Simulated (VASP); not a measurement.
A run of VASP 6.6.1 is set up as follows.

File POSCAR:

```
CdTe
1.0
    0.0000000000      3.2050000000      3.2050000000
    3.2050000000      0.0000000000      3.2050000000
    3.2050000000      3.2050000000      0.0000000000
Te Cd
1 1
Direct
    0.7500000000      0.7500000000      0.7500000000
    0.0000000000      0.0000000000      0.0000000000
```

The input INCAR.step1:

```
ALGO = Normal ; EDIFF = 1E-5
ENCUT = 600 ; GGA = PE
ISMEAR = -1 ; LASPH = True
LCHARG = False ; LREAL = False
LWAVE = True ; NBANDS = 16
NELM = 60 ; PREC = Accurate
SIGMA = 0.05
```

The input INCAR.step2:

```
AEXX = 0.25 ; ALGO = Normal
EDIFF = 1E-7 ; EDIFFG = -0.01
ENCUT = 600 ; GGA = PS
HFSCREEN = 0.207 ; IBRION = 2
ISIF = 3 ; ISMEAR = -1
ISTART = 1 ; LASPH = True
LCHARG = False ; LHFCALC = True
LREAL = False ; LWAVE = False
NELM = 60 ; NSW = 60
PREC = Accurate ; PRECFOCK = Normal
SIGMA = 0.05
```

KPOINTS

```
k-points
0
Gamma
  4 4 4
```

Potentials or basis: VASP PAW PBE potentials, release 64 (Te, Cd).

Launch:

```console
$ cat potpaw_PBE.64/Te/POTCAR potpaw_PBE.64/Cd/POTCAR > POTCAR
$ cp INCAR.step1 INCAR
$ mpirun -np 1 vasp_std > vasp.out
$ cp INCAR.step2 INCAR
$ mpirun -np 1 vasp_std > vasp.out
```

**Question.** What does it give for the relaxed cell?

**Answer.** a = 4.587 Å, b = 4.587 Å, c = 4.587 Å, α = 60.00°, β = 60.00°, γ = 60.00°.

**Question.** Estimate the space group after relaxing (to 0.05 Å).

**Answer.** F-43m (No. 216).

**Question.** Predict the band gap on the k mesh.

**Answer.** 1.42 eV, direct.

Step by step:
```csv
step,energy change (eV),largest force (eV/Å),pressure (GPa),volume (Å³)
1,0.0000,0.0000,1.70,65.84
2,-0.0106,0.0000,-0.60,69.23
3,-0.0125,0.0000,-0.01,68.26
```

Caveat: the k points lie up to 0.42 Å⁻¹ apart in the final cell; the PAW data sets were made with another functional, which shifts forces and pressure a little; spin-orbit coupling is left out, which moves the levels of the heavy elements. Zero-point motion and thermal expansion aren't in these numbers.
